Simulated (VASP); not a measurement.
# AlInAsP3 (P-6m2) in VASP: further runs

Runs on AlInAsP3. Level: PBE. Tasks: single point, relaxation of cell and atoms.

Everything below comes from runs of VASP 6.6.1. Logs are shortened: lines on timing, memory, paths and dates and some standing lists are left out, and cuts for length are marked.

### Step 1. The cell of the first run

It takes space group P-6m2 (No. 187, hexagonal). Conventional cell: a = 4.169 Å, b = 4.169 Å, c = 8.591 Å, α = 90.00°, β = 90.00°, γ = 120.00°. Al (site symmetry -6m2) has 3 In at 2.41 Å and 3 As at 2.41 Å within 3.2 Å. Within 3.2 Å of In (site symmetry -6m2) lie 3 As at 2.41 Å and 3 Al at 2.41 Å. Within 3.1 Å of P (site symmetry 3m) lie 1 As at 2.35 Å and 3 P at 3.09 Å. Within 4.3 Å of P (site symmetry -6m2) lie 12 P at 3.09 to 4.17 Å and 2 In at 4.30 Å. As (site symmetry -6m2) has 2 P at 2.35 Å and 3 In at 2.41 Å and 3 Al at 2.41 Å within 3.1 Å.

The cell was generated, and may not be a known phase.

### Step 2. Single point, PBE

Input file INCAR:

```
  ALGO = Normal
  EDIFF = 1E-6
  ENCUT = 500
  GGA = PE
  GGA_COMPAT = False
  ISIF = 2
  ISMEAR = 0
  LASPH = True
  LCHARG = True
  LELF = True
  LREAL = False
  LVHAR = True
  LWAVE = False
  NBANDS = 27
  NELM = 120
  PREC = Accurate
  SIGMA = 0.1
```

Input file KPOINTS:

```
k-points
0
Gamma
  6 6 2
```

Input file POSCAR:

```
AlInAsP3
1.0
    4.1694739300      0.0000000000      0.0000000000
   -2.0847369700      3.6108703400      0.0000000000
    0.0000000000      0.0000000000      8.5906001100
Al In P As
1 1 3 1
Direct
    0.0000000000      0.0000000000      0.0000000000
    0.3333333300      0.6666666700      0.0000000000
    0.6666666700      0.3333333300      0.7263691900
    0.6666666700      0.3333333300      0.2736308100
    0.3333333300      0.6666666700      0.5000000000
    0.6666666700      0.3333333300      0.0000000000
```

Potentials or basis: VASP PAW PBE potentials, release 64 (Al, In_d, P, As).

Command:

```bash
cat potpaw_PBE.64/Al/POTCAR potpaw_PBE.64/In_d/POTCAR potpaw_PBE.64/P/POTCAR potpaw_PBE.64/As/POTCAR > POTCAR
mpirun -np 1 vasp_std > vasp.out
```

OUTCAR:

```text
EDIFF = 1E-6
   ENCUT = 500
   GGA = PE
   ISIF = 2
   ISMEAR = 0
   LASPH = True
   LREAL = False
   NELM = 120
   PREC = Accurate

 ion  position               nearest neighbor table
   1  0.000  0.000  0.000-   2 2.41   6 2.41   2 2.41   6 2.41   6 2.41   2 2.41
   2  0.333  0.667  0.000-   6 2.41   6 2.41   1 2.41   1 2.41   1 2.41   6 2.41   4 3.36   3 3.36
                             4 3.36   3 3.36   4 3.36   3 3.36
   3  0.667  0.333  0.726-   6 2.35   2 3.36   2 3.36   2 3.36
   4  0.667  0.333  0.274-   6 2.35   2 3.36   2 3.36   2 3.36
   5  0.333  0.667  0.500-
   6  0.667  0.333  0.000-   3 2.35   4 2.35   2 2.41   2 2.41   1 2.41   1 2.41   1 2.41   2 2.41

  LATTYP: Found a hexagonal cell.
 ALAT       =     4.1694739300
 C/A-ratio  =     2.0603558756

  Lattice vectors:

 A1 = (   4.1694739300,   0.0000000000,   0.0000000000)
 A2 = (  -2.0847369700,   3.6108703400,   0.0000000000)
 A3 = (   0.0000000000,   0.0000000000,   8.5906001100)

Analysis of symmetry for initial positions (statically):
=====================================================================
 Subroutine PRICEL returns:
 Original cell was already a primitive cell.

 Routine SETGRP: Setting up the symmetry group for a
 hexagonal supercell.

 Subroutine GETGRP returns: Found 12 space group operations
 (whereof 12 operations were pure point group operations)
 out of a pool of 24 trial point group operations.

The static configuration has the point symmetry D_3h.

Analysis of symmetry for dynamics (positions and initial velocities):
=====================================================================
 Subroutine PRICEL returns:
 Original cell was already a primitive cell.

 Routine SETGRP: Setting up the symmetry group for a
 hexagonal supercell.

 Subroutine GETGRP returns: Found 12 space group operations
 (whereof 12 operations were pure point group operations)
 out of a pool of 24 trial point group operations.

The dynamic configuration has the point symmetry D_3h.

 Subroutine INISYM returns: Found 12 space group operations
 (whereof 12 operations are pure point group operations),
 and found     1 'primitive' translations

----------------------------------------------------------------------------------------

                                     Primitive cell

  volume of cell :     129.3352

[... 84 lines left out ...]
   NELM   =    120;   NELMIN=  2; NELMDL= -5     # of ELM steps
   EDIFF  = 0.1E-05   stopping-criterion for ELM
   LREAL  =      F    real-space projection
   EDIFFG = 0.1E-04   stopping-criterion for IOM
   NSW    =      0    number of steps for IOM
   IBRION =     -1    ionic relax: 0-MD 1-quasi-New 2-CG
   NFREE  =      0    steps in history (QN), initial steepest desc. (CG)
   ISIF   =      2    stress and relaxation
   ISYM   =      2    0-nonsym 1-usesym 2-fastsym
   POTIM  = 0.5000    time-step for ionic-motion
   TEBEG  =    0.0;   TEEND  =   0.0 temperature during run
   PSTRESS=    0.0 pullay stress
   NELECT =      36.0000    total number of electrons
   NUPDOWN=      -1.0000    fix difference up-down
   EMIN   =  10.00;   EMAX   =-10.00  energy-range for DOS
   EFERMI =   0.00;   METHOD = LEGACY
   ISMEAR =     0;   SIGMA  =   0.10  broadening in eV -4-tet -1-fermi 0-gaus
   EFERMI_NEDOS =   21; number of points for ismear=-14 and -15
   IALGO  =     38    algorithm
   IMIX   =      4    mixing-type and parameters
     AMIX     =   0.40;   BMIX     =  1.00
     AMIX_MAG =   1.60;   BMIX_MAG =  1.00
  volume/ion in A,a.u.               =      21.56       145.47
  Fermi-wavevector in a.u.,A,eV,Ry     =   1.068899  2.019927 15.545277  1.142546
  Thomas-Fermi vector in A             =   2.204562
   LORBIT       =      0    0 simple, 1 ext, 2 COOP (PROOUT), +10 PAW based schemes
   GGA     = PE    functional components
   LHFCALC =     F    Hartree Fock is set to
   AEXX    =    0.0000 exact exchange contribution
   IVDW    =     0    specifies the selected vdW correction
   LEPSILON=     F    determine dielectric tensor
   LRPA    =     F    only Hartree local field effects (RPA)
 non-spin polarized calculation
 Gauss-broadening in eV      SIGMA  =   0.10
  energy-cutoff  :      500.00
  volume of cell :      129.34
 maximum number of plane-waves:      3302
   NGX = 15   NGY = 15   NGZ = 31

 number of electron      35.9999999 magnetization

 Free energy of the ion-electron system (eV)
  ---------------------------------------------------
  ext. energy  EPLUGINS =         0.00000000
  ---------------------------------------------------
  free energy    TOTEN  =       -16.27161599 eV

  energy without entropy =      -16.25048169  energy(sigma->0) =      -16.26104884

 E-fermi :   5.5466     XC(G=0):  -9.6014

 val. band max:        5.4843410333   @ k =   0.1667   0.1667   0.5000
 cond. band min:       5.5663199960   @ k =   0.3333   0.3333   0.5000
 fundamental gap:      0.0819789627
 Fermi energy:         5.5465818751

 k-point     1 :       0.0000    0.0000    0.0000
  band No.  band energies     occupation
      1     -11.3786      2.00000
      2     -10.7143      2.00000
      3     -10.7143      2.00000
      4     -10.0772      2.00000
      5     -10.0772      2.00000
      6      -9.0000      2.00000
[... 409 lines left out ...]
     26      10.7427      0.00000
     27      12.7316      0.00000

------------------------ aborting loop because EDIFF is reached ----------------------------------------

  FORCE on cell =-STRESS in cart. coord.  units (eV):
  Direction    XX          YY          ZZ          XY          YZ          ZX
  --------------------------------------------------------------------------------------
  -------------------------------------------------------------------------------------
  Total       27.1486688     27.1486687     -4.6704113     -0.0000000      0.0000000      0.0000000
  in kB      336.3120758    336.3120750    -57.8560864     -0.0000005      0.0000000      0.0000000
  external PRESSURE =     204.9226881 kB  Pullay stress =       0.0000000 kB

 VOLUME and BASIS-vectors are now :
 -----------------------------------------------------------------------------
  energy-cutoff  :      500.00
  volume of cell :      129.34
      direct lattice vectors                 reciprocal lattice vectors
     4.169473930  0.000000000  0.000000000     0.239838411  0.138470771  0.000000000
    -2.084736970  3.610870340  0.000000000     0.000000000  0.276941542  0.000000000
     0.000000000  0.000000000  8.590600110     0.000000000  0.000000000  0.116406303

 POSITION                                       TOTAL-FORCE (eV/Angst)
 -----------------------------------------------------------------------------------
      0.00000      0.00000      0.00000        -0.000000      0.000000      0.000000
     -0.00000      2.40725      0.00000        -0.000000     -0.000000      0.000000
      2.08474      1.20362      6.23995        -0.000000      0.000000     -2.151039
      2.08474      1.20362      2.35065        -0.000000      0.000000      2.151039
     -0.00000      2.40725      4.29530        -0.000000     -0.000000      0.000000
      2.08474      1.20362      0.00000         0.000000      0.000000      0.000000
 -----------------------------------------------------------------------------------
    total drift:                               -0.000002      0.000001     -0.000000

  FREE ENERGIE OF THE ION-ELECTRON SYSTEM (eV)
  ---------------------------------------------------
  free  energy   TOTEN  =       -16.2716159852 eV

  energy  without entropy=      -16.2504816911  energy(sigma->0) =      -16.26104884
```

stdout:

```text
POSCAR found type information on POSCAR AlInP As
 POSCAR found :  4 types and       6 ions
 scaLAPACK will be used
 LDA part: xc-table for (Slater+PW92), standard interpolation
 POSCAR, INCAR and KPOINTS ok, starting setup
 FFT: planning ... GRIDC
 FFT: planning ... GRID_SOFT
 FFT: planning ... GRID
 WAVECAR not read
 entering main loop
```

Wall time 64 s (1 thread of Intel Xeon Platinum 8488C (Sapphire Rapids), shared host); peak memory 0.25 GiB.

Results:

| Item | Value |
| --- | --- |
| Free energy | -16.2716 eV |
| Pressure | 20.5 GPa |
| Largest force | 2.151 eV/Å |
| Band gap on the k mesh | zero (bands 18 and 19 overlap by 0.45 eV) |

Forces in eV/Å, atoms in the order of the input:
```
Al   0.000  0.000  0.000
In   0.000  0.000  0.000
P    0.000  0.000 -2.151
P    0.000  0.000  2.151
P    0.000  0.000  0.000
As   0.000  0.000  0.000
```

Caveat: the k points lie up to 0.37 Å⁻¹ apart; semilocal functionals underestimate gaps, and a narrow one can read as zero; spin-orbit coupling is left out, which moves the levels of the heavy elements; forces of over 1 eV/Å act on the atoms, so gaps and moduli don't describe the material at rest.

### Step 3. Single point, PBE

This run uses another cell than the first one, of 23.92 Å³/atom.

Input file INCAR:

```
PREC = Accurate
ENCUT = 500
EDIFF = 1E-6
ISMEAR = 0
SIGMA = 0.1
LREAL = F
LASPH = T
NELM = 120
ALGO = Normal
ISIF = 2
LWAVE = F
LCHARG = T
GGA = PE
LELF = T
LVHAR = T
NBANDS = 27
GGA_COMPAT = F
```

Input file KPOINTS:

```
regular mesh
0
Gamma
  6 6 2
```

Input file POSCAR:

```
AlInAsP3
1.0
    4.7505781920      0.0000000033      0.0000000000
   -2.3752890989      4.1141213953      0.0000000000
    0.0000000000      0.0000000000      7.3420634346
Al In P As
1 1 3 1
Direct
    0.0000000000      0.0000000000      0.0000000000
    0.3333333333      0.6666666667      0.0000000000
    0.6666666667      0.3333333333      0.6526601193
    0.6666666667      0.3333333333      0.3473398807
    0.3333333333      0.6666666667      0.5000000000
    0.6666666667      0.3333333333      0.0000000000
```

Potentials or basis: VASP PAW PBE potentials, release 64 (Al, In_d, P, As).

Command:

```bash
cat potpaw_PBE.64/Al/POTCAR potpaw_PBE.64/In_d/POTCAR potpaw_PBE.64/P/POTCAR potpaw_PBE.64/As/POTCAR > POTCAR
mpirun -np 1 vasp_std > vasp.out
```

It took 67 s on 1 thread of Intel Xeon Platinum 8488C (Sapphire Rapids), shared host; peak memory 0.28 GiB.

The run converged. Its results:

```
Free energy            : -22.2293 eV
Pressure               : 0.3 GPa
Largest force          : 0.046 eV/Å
Band gap on the k mesh : zero (bands 18 and 19 overlap by 1.34 eV)
```

Forces on the atoms (eV/Å):
```
Al   0.000  0.000  0.000
In   0.000  0.000  0.000
P    0.000  0.000 -0.046
P    0.000  0.000  0.046
P    0.000  0.000  0.000
As   0.000  0.000  0.000
```

Stress tensor (GPa, compression positive):
```
0.37 0.00 0.00
0.00 0.37 0.00
0.00 0.00 0.09
```

Levels at points of the mesh, in eV from the Fermi level:
```
           k point  band 14  band 15  band 16  band 17  band 18  band 19  band 20  band 21  band 22  band 23
(0.00, 0.00, 0.00)    -2.60    -2.37    -2.23    -1.22    -0.91    -0.91    -0.07    -0.07     0.52     0.52
(0.50, 0.00, 0.00)    -3.23    -2.30    -2.21    -1.52    -0.46     0.28     1.09     2.10     2.63     2.73
(0.00, 0.00, 0.50)    -3.24    -3.24    -0.85    -0.85    -0.48     0.16     0.16     0.65     0.78     0.78
(0.50, 0.00, 0.50)    -3.75    -2.82    -2.03    -0.13     0.37     1.67     1.72     1.78     2.19     2.89
```

Caveat: the k points lie up to 0.43 Å⁻¹ apart, too coarse for converged energies and pressures of a metal; spin-orbit coupling is left out, which moves the levels of the heavy elements.

(Part 1 of 2 ends here.)

The gap in the log of VASP goes by the Fermi energy; the results here count the filled bands.